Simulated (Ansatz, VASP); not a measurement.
This is a calculation of GaN for Ansatz 0.2.0.

Contents of input.yaml:

```yaml
crystal:
  lattice:
    - [0.0, 2.2535006075, 2.2535006075]
    - [2.2535006075, 0.0, 2.2535006075]
    - [2.2535006075, 2.2535006075, 0.0]
  atoms:
    - { symbol: Ga, position: [0.0, 0.0, 0.0] }
    - { symbol: "N", position: [0.25, 0.25, 0.25] }
hamiltonian:
  xc: r2scan
  pseudopotentials: { kind: paw }
  dispersion: d4
kpoints:
  mp_grid: { grid: [10, 10, 10] }
scf:
  occupations: { method: fermi_dirac, width: 0.05 }
output:
  forces: true
  stress: true
relax:
  f_tol: 0.01
  max_steps: 40
  cell: { stress_tol: 0.05 }
```

Potentials or basis: Ansatz PAW.

Launch:

```sh
$ ansatz run input.yaml --threads 2 --pin off --max-ram 5120MiB --backend cpu --events-out ev --progress --plain --runs-dir out
```

Question: Set up the same calculation for VASP 6.6.1. Potentials there: VASP PAW PBE potentials, release 64 (Ga_d, N).

Answer: As run (the cutoff follows the program's own potentials):

POSCAR

```
GaN
1.0
    0.0000000000      2.2535006075      2.2535006075
    2.2535006075      0.0000000000      2.2535006075
    2.2535006075      2.2535006075      0.0000000000
Ga N
1 1
Direct
    0.0000000000      0.0000000000      0.0000000000
    0.2500000000      0.2500000000      0.2500000000
```

File INCAR.step1:

```
  ALGO = Normal
  EDIFF = 1E-4
  ENCUT = 600
  GGA = PE
  ISMEAR = -1
  LASPH = T
  LCHARG = F
  LREAL = F
  LWAVE = T
  NELM = 100
  PREC = Accurate
  SIGMA = 0.05
```

INCAR.step2

```
  ALGO = Normal
  EDIFF = 1E-6
  EDIFFG = -0.01
  ENCUT = 600
  IBRION = 2
  ISIF = 3
  ISMEAR = -1
  ISTART = 1
  IVDW = 13
  LASPH = T
  LCHARG = F
  LMIXTAU = T
  LREAL = F
  LWAVE = F
  METAGGA = R2SCAN
  NELM = 100
  NSW = 60
  PREC = Accurate
  SIGMA = 0.05
  VDW_A1 = 0.51559235
  VDW_A2 = 5.77342911
  VDW_S6 = 1.0
  VDW_S8 = 0.6018749
```

File KPOINTS:

```
k-points
0
Gamma
  10 10 10
```

Potentials or basis: VASP PAW PBE potentials, release 64 (Ga_d, N).

Run with:

```sh
$ cat potpaw_PBE.64/Ga_d/POTCAR potpaw_PBE.64/N/POTCAR > POTCAR
$ cp INCAR.step1 INCAR
$ mpirun -np 1 vasp_std > vasp.out
$ cp INCAR.step2 INCAR
$ mpirun -np 1 vasp_std > vasp.out
```

Both were run:

|  | VASP | Ansatz | Ansatz less VASP |
| --- | --- | --- | --- |
| relaxed volume (Å³/atom) | 11.33 | 11.26 | -0.069 |
| relaxed cell length with the largest relative difference (Å) | 3.176 | 3.170 | -0.0065 |

VASP's potentials were made for PBE, not for r2SCAN.

Noted on Ansatz's run: the plane-wave basis is chosen anew once the cell has moved, so the energies of steps on either side of that aren't comparable.
